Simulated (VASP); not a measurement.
# ZnO (P6_3mc) in VASP: notebook

ZnO is run at these levels: PBEsol; tasks: single point.

Everything below comes from runs of VASP 6.6.1. Logs are shortened: lines on timing, memory, paths and dates and some standing lists are left out, and cuts for length are marked.

### 1 The cell of the first run

It takes space group P6_3mc (No. 186, hexagonal). The conventional cell has a = 3.247 Å, b = 3.247 Å, c = 5.110 Å, α = 90.00°, β = 90.00°, γ = 120.00°. Zn (site symmetry 3m) has 4 O at 1.94 to 1.97 Å within 2.6 Å. Within 2.6 Å of O (site symmetry 3m) lie 4 Zn at 1.94 to 1.97 Å.

### 2 Single point, PBEsol (uniaxial strain along c: -2.0 %)

INCAR reads:

```
PREC = Accurate
ENCUT = 520
EDIFF = 1E-6
ISMEAR = 0
SIGMA = 0.02
LREAL = False
LASPH = True
NELM = 100
ALGO = Normal
ISIF = 2
LWAVE = False
LCHARG = False
GGA = PS
NBANDS = 26
```

KPOINTS reads:

```
Automatic mesh
0
Gamma
  12 12 6
```

POSCAR reads:

```
ZnO
1.0
    3.2466259774      0.0000000000      0.0000000000
   -1.6233129887      2.8116605730      0.0000000000
    0.0000000000      0.0000000000      5.1097940988
Zn O
2 2
Direct
    0.6666666667      0.3333333333      0.5006434762
    0.3333333333      0.6666666667      0.0006434762
    0.6666666667      0.3333333333      0.8796665238
    0.3333333333      0.6666666667      0.3796665238
```

Potentials or basis: VASP PAW PBE potentials, release 64 (Zn, O).

On the command line:

```
cat potpaw_PBE.64/Zn/POTCAR potpaw_PBE.64/O/POTCAR > POTCAR
mpirun -np 1 vasp_std > vasp.out
```

OUTCAR:

```text
PREC = Accurate
   ENCUT = 520
   EDIFF = 1E-6
   ISMEAR = 0
   LREAL = False
   LASPH = True
   NELM = 100
   ISIF = 2
   GGA = PS

 ion  position               nearest neighbor table
   1  0.667  0.333  0.501-   3 1.94   4 1.97   4 1.97   4 1.97
   2  0.333  0.667  0.001-   4 1.94   3 1.97   3 1.97   3 1.97
   3  0.667  0.333  0.880-   1 1.94   2 1.97   2 1.97   2 1.97
   4  0.333  0.667  0.380-   2 1.94   1 1.97   1 1.97   1 1.97

  LATTYP: Found a hexagonal cell.
 ALAT       =     3.2466259774
 C/A-ratio  =     1.5738782768

  Lattice vectors:

 A1 = (   3.2466259774,   0.0000000000,   0.0000000000)
 A2 = (  -1.6233129887,   2.8116605730,   0.0000000000)
 A3 = (   0.0000000000,   0.0000000000,   5.1097940988)

Analysis of symmetry for initial positions (statically):
=====================================================================
 Subroutine PRICEL returns:
 Original cell was already a primitive cell.

 Routine SETGRP: Setting up the symmetry group for a
 hexagonal supercell.

 Subroutine GETGRP returns: Found 12 space group operations
 (whereof  6 operations were pure point group operations)
 out of a pool of 24 trial point group operations.

The static configuration has the point symmetry C_3v.
 The point group associated with its full space group is C_6v.

Analysis of symmetry for dynamics (positions and initial velocities):
=====================================================================
 Subroutine PRICEL returns:
 Original cell was already a primitive cell.

 Routine SETGRP: Setting up the symmetry group for a
 hexagonal supercell.

 Subroutine GETGRP returns: Found 12 space group operations
 (whereof  6 operations were pure point group operations)
 out of a pool of 24 trial point group operations.

The dynamic configuration has the point symmetry C_3v.
 The point group associated with its full space group is C_6v.

 Subroutine INISYM returns: Found 12 space group operations
 (whereof  6 operations are pure point group operations),
 and found     1 'primitive' translations

----------------------------------------------------------------------------------------

                                     Primitive cell

  volume of cell :      46.6443

  direct lattice vectors                    reciprocal lattice vectors
     3.246625977  0.000000000  0.000000000     0.308012074  0.177830854  0.000000000
    -1.623312989  2.811660573  0.000000000     0.000000000  0.355661707  0.000000000
     0.000000000  0.000000000  5.109794099     0.000000000  0.000000000  0.195702602

  length of vectors
     3.246625977  3.246625977  5.109794099     0.355661707  0.355661707  0.195702602

  position of ions in fractional coordinates (direct lattice)
     0.666666667  0.333333333  0.500643476
     0.333333333  0.666666667  0.000643476
     0.666666667  0.333333333  0.879666524
     0.333333333  0.666666667  0.379666524

  ion indices of the primitive-cell ions
   primitive index   ion index
                 1           1
                 2           2
                 3           3
                 4           4

----------------------------------------------------------------------------------------

 KPOINTS: Automatic mesh

Automatic generation of k-mesh.
 Grid dimensions read from file:
 generate k-points for:   12   12    6

 Generating k-lattice:

  Cartesian coordinates                     Fractional coordinates (reciprocal lattice)
     0.025667673  0.014819238  0.000000000     0.083333333  0.000000000  0.000000000
     0.000000000  0.029638476  0.000000000     0.000000000  0.083333333  0.000000000
     0.000000000  0.000000000  0.032617100     0.000000000  0.000000000  0.166666667

  Length of vectors
     0.029638476  0.029638476  0.032617100

  Shift w.r.t. Gamma in fractional coordinates (k-lattice)
     0.000000000  0.000000000  0.000000000

 Subroutine IBZKPT returns following result:
 ===========================================

 Found     76 irreducible k-points:

 Following reciprocal coordinates:
            Coordinates               Weight
[... 45 lines left out ...]
 fundamental gap:      0.7376533995
 Fermi energy:         1.3935138492

 k-point     1 :       0.0000    0.0000    0.0000
  band No.  band energies     occupation
      1     -16.9751      2.00000
      2     -16.1610      2.00000
      3      -4.5967      2.00000
      4      -4.5655      2.00000
      5      -4.5655      2.00000
      6      -4.5323      2.00000
[... 18 lines left out ...]
     25      15.2518      0.00000
     26      15.7037      0.00000

 k-point     2 :       0.0833    0.0000    0.0000
  band No.  band energies     occupation
      1     -16.9351      2.00000
      2     -16.1447      2.00000
      3      -4.6239      2.00000
      4      -4.5433      2.00000
      5      -4.5391      2.00000
      6      -4.5011      2.00000
[... 18 lines left out ...]
     25      15.3544      0.00000
     26      15.8127      0.00000

 k-point     3 :       0.1667    0.0000    0.0000
  band No.  band energies     occupation
      1     -16.8223      2.00000
      2     -16.1018      2.00000
      3      -4.7415      2.00000
      4      -4.4852      2.00000
      5      -4.4641      2.00000
      6      -4.4284      2.00000
[... 18 lines left out ...]
     25      15.4618      0.00000
     26      15.4759      0.00000

 k-point     4 :       0.2500   -0.0000    0.0000
  band No.  band energies     occupation
      1     -16.6579      2.00000
      2     -16.0487      2.00000
      3      -4.8616      2.00000
      4      -4.4903      2.00000
      5      -4.4145      2.00000
      6      -4.3219      2.00000
[... 18 lines left out ...]
     25      14.4411      0.00000
     26      15.3426      0.00000
[... 496 lines left out ...]
      1     -16.7756      2.00000
      2     -16.1514      2.00000
      3      -4.7853      2.00000
      4      -4.6299      2.00000
      5      -4.4757      2.00000
      6      -4.4454      2.00000
[... 18 lines left out ...]
     25      14.6440      0.00000
     26      15.2320      0.00000

 k-point    23 :       0.2500   -0.0000    0.1667
  band No.  band energies     occupation
      1     -16.6173      2.00000
      2     -16.0893      2.00000
      3      -4.9026      2.00000
      4      -4.6315      2.00000
      5      -4.4001      2.00000
      6      -4.3445      2.00000
[... 18 lines left out ...]
     25      14.4343      0.00000
     26      15.1889      0.00000

 k-point    24 :       0.3333    0.0000    0.1667
  band No.  band energies     occupation
      1     -16.4431      2.00000
      2     -16.0375      2.00000
      3      -4.9669      2.00000
      4      -4.6708      2.00000
      5      -4.3366      2.00000
      6      -4.2225      2.00000
[... 18 lines left out ...]
     25      14.5445      0.00000
     26      15.1428      0.00000

 [... further k-points ...]

------------------------ aborting loop because EDIFF is reached ----------------------------------------

  FORCE on cell =-STRESS in cart. coord.  units (eV):
  Direction    XX          YY          ZZ          XY          YZ          ZX
  --------------------------------------------------------------------------------------
  -------------------------------------------------------------------------------------
  Total        0.0667809      0.0667809      1.9088054      0.0000000      0.0000000     -0.0000000
  in kB        2.2938465      2.2938465     65.5652443      0.0000000      0.0000000     -0.0000000
  external PRESSURE =      23.3843124 kB  Pullay stress =       0.0000000 kB

 VOLUME and BASIS-vectors are now :
 -----------------------------------------------------------------------------
  energy-cutoff  :      520.00
  volume of cell :       46.64
      direct lattice vectors                 reciprocal lattice vectors
     3.246625977  0.000000000  0.000000000     0.308012074  0.177830854  0.000000000
    -1.623312989  2.811660573  0.000000000     0.000000000  0.355661707  0.000000000
     0.000000000  0.000000000  5.109794099     0.000000000  0.000000000  0.195702602

 POSITION                                       TOTAL-FORCE (eV/Angst)
 -----------------------------------------------------------------------------------
      1.62331      0.93722      2.55819        -0.000000      0.000000     -0.267615
     -0.00000      1.87444      0.00329         0.000000     -0.000000     -0.267615
      1.62331      0.93722      4.49491         0.000000     -0.000000      0.267615
     -0.00000      1.87444      1.94002        -0.000000      0.000000      0.267615
 -----------------------------------------------------------------------------------
    total drift:                               -0.000000      0.000000      0.000957

  FREE ENERGIE OF THE ION-ELECTRON SYSTEM (eV)
  ---------------------------------------------------
  free  energy   TOTEN  =       -19.3896693108 eV

  energy  without entropy=      -19.3896693108  energy(sigma->0) =      -19.38966931
```

Run time: 1.7 min. Hardware: 1 thread of Intel Xeon 8259CL, shared host; peak memory 0.21 GiB.

Results:

```yaml
Free_energy: -19.3897 eV
Pressure: 2.3 GPa
Largest_force: 0.268 eV/Å
Band_gap_on_the_k_mesh: 0.74 eV
```

Forces in eV/Å, atoms in the order of the input:
```
Zn   0.000  0.000 -0.268
Zn   0.000  0.000 -0.268
O    0.000  0.000  0.268
O    0.000  0.000  0.268
```

Stress tensor (GPa, compression positive):
```
0.23 0.00 0.00
0.00 0.23 0.00
0.00 0.00 6.56
```

Levels at points of the mesh, in eV from the valence-band top:
```csv
k point,band 14,band 15,band 16,band 17,band 18,band 19,band 20,band 21,band 22,band 23
"(0.00, 0.00, 0.00)",-0.89,-0.89,-0.04,0.00,0.00,0.74,5.13,8.39,12.68,12.68
"(0.50, 0.00, 0.00)",-3.58,-2.89,-2.42,-1.30,-0.83,5.76,6.71,7.63,8.45,10.83
"(0.00, 0.00, 0.50)",-2.19,-0.44,-0.44,-0.44,-0.44,3.45,3.45,10.22,10.22,12.96
"(0.50, 0.00, 0.50)",-3.76,-1.57,-1.57,-1.33,-1.33,5.65,5.65,8.44,8.44,11.33
```

Caveat: the cell differs from its parent crystal (uniaxial strain along c: -2.0 %); the stress differs along the axes, from 0 to 7 GPa; semilocal functionals underestimate gaps, and a narrow one can read as zero; the PAW data sets were made with another functional, which shifts forces and pressure a little.

### 3 Single point, PBEsol (uniaxial strain along c: -4.0 %, then relaxed in part)

INCAR reads:

```
SYSTEM = ZnO
ALGO = Normal ; EDIFF = 1E-7
ENCUT = 520 ; GGA = PS
ISIF = 2 ; ISMEAR = 0
LASPH = .True. ; LCHARG = .False.
LREAL = .False. ; LWAVE = .False.
NBANDS = 26 ; NELM = 60
PREC = Accurate ; SIGMA = 0.02
```

KPOINTS reads:

```
k-points
0
Gamma
  12 12 6
  0 0 0
```

POSCAR reads:

```
ZnO
1.0
    3.2745227753      0.0000000000      0.0000000000
   -1.6372613877      2.8358199087      0.0000000000
    0.0000000000      0.0000000000      5.0055125866
Zn O
2 2
Direct
    0.6666666664      0.3333333336      0.4929077939
    0.3333333336      0.6666666664     -0.0070922061
    0.6666666670      0.3333333330      0.8874022061
    0.3333333330      0.6666666670      0.3874022061
```

Potentials or basis: VASP PAW PBE potentials, release 64 (Zn, O).

On the command line:

```
cat potpaw_PBE.64/Zn/POTCAR potpaw_PBE.64/O/POTCAR > POTCAR
mpirun -np 1 vasp_std > vasp.out
```

Run time: 1.8 min. Hardware: 1 thread of Intel Xeon 8259CL, shared host; peak memory 0.21 GiB.

Results (log left out):

| Property | Result |
| --- | --- |
| Free energy | -19.3753 eV |
| Pressure | 2.7 GPa |
| Largest force | 0.009 eV/Å |
| Band gap on the k mesh | 0.77 eV |

Forces in eV/Å, atoms in the order of the input:
```
Zn   0.000  0.000 -0.009
Zn   0.000  0.000 -0.009
O    0.000  0.000  0.009
O    0.000  0.000  0.009
```

Stress tensor (GPa, compression positive):
```
1.07 0.00 0.00
0.00 1.07 0.00
0.00 0.00 5.98
```

Levels at points of the mesh, in eV from the valence-band top:
| k point | band 15 | band 16 | band 17 | band 18 | band 19 | band 20 | band 21 | band 22 |
| --- | --- | --- | --- | --- | --- | --- | --- | --- |
| (0.00, 0.00, 0.00) | -0.83 | -0.12 | 0.00 | 0.00 | 0.77 | 5.00 | 8.62 | 12.42 |
| (0.50, 0.00, 0.00) | -2.82 | -2.46 | -1.23 | -0.97 | 5.77 | 6.67 | 7.91 | 8.31 |
| (0.00, 0.00, 0.50) | -0.41 | -0.41 | -0.41 | -0.41 | 3.52 | 3.52 | 10.35 | 10.35 |
| (0.50, 0.00, 0.50) | -1.66 | -1.66 | -1.18 | -1.18 | 5.71 | 5.71 | 8.47 | 8.47 |

Caveat: the cell differs from its parent crystal (uniaxial strain along c: -4.0 %, then relaxed in part); semilocal functionals underestimate gaps, and a narrow one can read as zero; the PAW data sets were made with another functional, which shifts forces and pressure a little.

### 4 Single point, PBEsol (uniaxial strain along c: -2.0 %, then relaxed in part)

INCAR reads:

```
PREC = Accurate ; ENCUT = 520
EDIFF = 1E-7 ; ISMEAR = 0
SIGMA = 0.02 ; LREAL = F
LASPH = T ; NELM = 100
ALGO = Normal ; ISIF = 2
LWAVE = F ; LCHARG = F
GGA = PS ; NBANDS = 26
```

KPOINTS reads:

```
Automatic mesh
0
Gamma
  12 12 6
```

POSCAR reads:

```
ZnO
1.0
    3.2519037716      0.0000000000      0.0000000000
   -1.6259518858      2.8162312769      0.0000000000
    0.0000000000      0.0000000000      5.1097940988
Zn O
2 2
Direct
    0.6666666665      0.3333333335      0.4970128748
    0.3333333335      0.6666666665     -0.0029871252
    0.6666666668      0.3333333332      0.8832971252
    0.3333333332      0.6666666668      0.3832971252
```

On the command line:

```
cat potpaw_PBE.64/Zn/POTCAR potpaw_PBE.64/O/POTCAR > POTCAR
mpirun -np 1 vasp_std > vasp.out
```

Wall time 2 min (1 thread of Intel Xeon 8259CL, shared host); peak memory 0.21 GiB.

The run converged. Its results:

```yaml
Free_energy: -19.4003 eV
Pressure: 1.9 GPa
Largest_force: 0.004 eV/Å
Band_gap_on_the_k_mesh: 0.73 eV
```

Forces in eV/Å, atoms in the order of the input:
```
Zn   0.000  0.000 -0.004
Zn   0.000  0.000 -0.004
O    0.000  0.000  0.004
O    0.000  0.000  0.004
```

Stress tensor (GPa, compression positive):
```
1.05 0.00 0.00
0.00 1.05 0.00
0.00 0.00 3.73
```

Levels at points of the mesh, in eV from the valence-band top:
```tsv
k point	band 14	band 15	band 16	band 17	band 18	band 19	band 20	band 21	band 22	band 23
(0.00, 0.00, 0.00)	-0.82	-0.82	-0.09	0.00	0.00	0.73	5.08	8.36	12.63	12.63
(0.50, 0.00, 0.00)	-3.68	-2.86	-2.39	-1.27	-0.91	5.75	6.70	7.66	8.41	10.70
(0.00, 0.00, 0.50)	-2.21	-0.41	-0.41	-0.41	-0.41	3.44	3.44	10.15	10.15	12.90
(0.50, 0.00, 0.50)	-3.78	-1.60	-1.60	-1.30	-1.30	5.64	5.64	8.44	8.44	11.18
```

Caveat: the cell differs from its parent crystal (uniaxial strain along c: -2.0 %, then relaxed in part); semilocal functionals underestimate gaps, and a narrow one can read as zero; the PAW data sets were made with another functional, which shifts forces and pressure a little.

### 5 Single point, PBEsol

This run uses another cell than the first one, of 11.70 Å³/atom.

INCAR reads:

```
SYSTEM = ZnO
  PREC = Accurate
  ENCUT = 520
  EDIFF = 1E-6
  ISMEAR = 0
  SIGMA = 0.02
  LREAL = .FALSE.
  LASPH = .TRUE.
  NELM = 60
  ALGO = Normal
  ISIF = 2
  LWAVE = .FALSE.
  LCHARG = .TRUE.
  GGA = PS
  LELF = .TRUE.
  LVHAR = .TRUE.
  NBANDS = 26
```

KPOINTS reads:

```
regular mesh
0
G
  12 12 6
  0 0 0
```

POSCAR is that of step 4.

On the command line:

```
cat potpaw_PBE.64/Zn/POTCAR potpaw_PBE.64/O/POTCAR > POTCAR
mpirun -np 1 vasp_std > vasp.out
```

Run time: 94 s. Hardware: 1 thread of Intel Xeon 8259CL, shared host; peak memory 0.21 GiB.

The run converged. Its results:

```yaml
Free_energy: -19.4003 eV
Pressure: 1.6 GPa
Largest_force: 0.004 eV/Å
Band_gap_on_the_k_mesh: 0.73 eV
```

Forces in eV/Å, atoms in the order of the input:
```
Zn   0.000  0.000 -0.004
Zn   0.000  0.000 -0.004
O    0.000  0.000  0.004
O    0.000  0.000  0.004
```

Stress tensor (GPa, compression positive):
```
0.74 0.00 0.00
0.00 0.74 0.00
0.00 0.00 3.41
```

Levels at points of the mesh, in eV from the valence-band top:
```tsv
k point	band 14	band 15	band 16	band 17	band 18	band 19	band 20	band 21	band 22	band 23
(0.00, 0.00, 0.00)	-0.82	-0.82	-0.09	0.00	0.00	0.73	5.08	8.36	12.62	12.62
(0.50, 0.00, 0.00)	-3.68	-2.86	-2.39	-1.27	-0.92	5.75	6.70	7.66	8.41	10.70
(0.00, 0.00, 0.50)	-2.21	-0.41	-0.41	-0.41	-0.41	3.44	3.44	10.15	10.15	12.90
(0.50, 0.00, 0.50)	-3.78	-1.60	-1.60	-1.30	-1.30	5.64	5.64	8.44	8.44	11.18
```

Caveat: semilocal functionals underestimate gaps, and a narrow one can read as zero; the PAW data sets were made with another functional, which shifts forces and pressure a little.

### 6 Single point, PBEsol

This run uses another cell than the first one, of 11.78 Å³/atom.

INCAR reads:

```
SYSTEM = ZnO
ALGO = Normal ; EDIFF = 1E-6
ENCUT = 520 ; GGA = PS
ISIF = 2 ; ISMEAR = 0
LASPH = .True. ; LCHARG = .False.
LREAL = .False. ; LWAVE = .False.
NBANDS = 26 ; NELM = 100
PREC = Accurate ; SIGMA = 0.02
```

KPOINTS reads:

```
k-points
0
Gamma
  12 12 6
  0 0 0
```

POSCAR reads:

```
ZnO
1.0
    3.2304736093      0.0000000000      0.0000000000
   -1.6152368047      2.7976722119      0.0000000000
    0.0000000000      0.0000000000      5.2140756110
Zn O
2 2
Direct
    0.6666666667      0.3333333333      0.5006434762
    0.3333333333      0.6666666667      0.0006434762
    0.6666666667      0.3333333333      0.8796665238
    0.3333333333      0.6666666667      0.3796665238
```

Potentials or basis: VASP PAW PBE potentials, release 64 (Zn, O).

On the command line:

```
cat potpaw_PBE.64/Zn/POTCAR potpaw_PBE.64/O/POTCAR > POTCAR
mpirun -np 1 vasp_std > vasp.out
```

Wall time 2.2 min (1 thread of Intel Xeon 8259CL, shared host); peak memory 0.21 GiB.

The run converged. Its results:

| Quantity | Value |
| --- | --- |
| Free energy | -19.4107 eV |
| Pressure | 0.7 GPa |
| Band gap on the k mesh | 0.69 eV |

Forces on the atoms (eV/Å):
```
Zn   0.000  0.000  0.003
Zn   0.000  0.000  0.003
O    0.000  0.000 -0.003
O    0.000  0.000 -0.003
```

Levels at points of the mesh, in eV from the valence-band top:
| k point | band 16 | band 17 | band 18 | band 19 | band 20 | band 21 |
| --- | --- | --- | --- | --- | --- | --- |
| (0.00, 0.00, 0.00) | -0.09 | 0.00 | 0.00 | 0.69 | 5.15 | 8.10 |
| (0.50, 0.00, 0.00) | -2.32 | -1.33 | -0.86 | 5.73 | 6.72 | 7.43 |
| (0.00, 0.00, 0.50) | -0.40 | -0.40 | -0.40 | 3.38 | 3.38 | 9.96 |
| (0.50, 0.00, 0.50) | -1.54 | -1.41 | -1.41 | 5.58 | 5.58 | 8.40 |

Caveat: semilocal functionals underestimate gaps, and a narrow one can read as zero; the PAW data sets were made with another functional, which shifts forces and pressure a little.

### 7 Overview

```tsv
cell	gap on the mesh (eV)	pressure (GPa)	largest force (eV/Å)
a = 3.247, b = 3.247, c = 5.110 Å, angles 90.0, 90.0, 120.0°, 4 atoms, atomic positions A	0.74	2.3	0.27
a = 3.275, b = 3.275, c = 5.006 Å, angles 90.0, 90.0, 120.0°, 4 atoms, atomic positions B	0.77	2.7	0.01
a = 3.252, b = 3.252, c = 5.110 Å, angles 90.0, 90.0, 120.0°, 4 atoms, atomic positions C	0.73	1.6	-
a = 3.230, b = 3.230, c = 5.214 Å, angles 90.0, 90.0, 120.0°, 4 atoms, atomic positions A	0.69	0.7	-
```

Alike in all rows: task single point; level PBEsol; potentials or basis VASP PAW PBE potentials, release 64 (Zn, O); no spin polarisation; k mesh 12 × 12 × 6; cutoff (eV) 520; smearing gaussian 0.02 eV.

Caveats: semilocal functionals underestimate gaps, and a narrow one can read as zero; the PAW data sets were made with another functional, which shifts forces and pressure a little; the stress differs along the axes, from 0 to 7 GPa (at least some runs).

Total energies depend on the potentials used, so only differences within one code and one set of settings carry meaning.
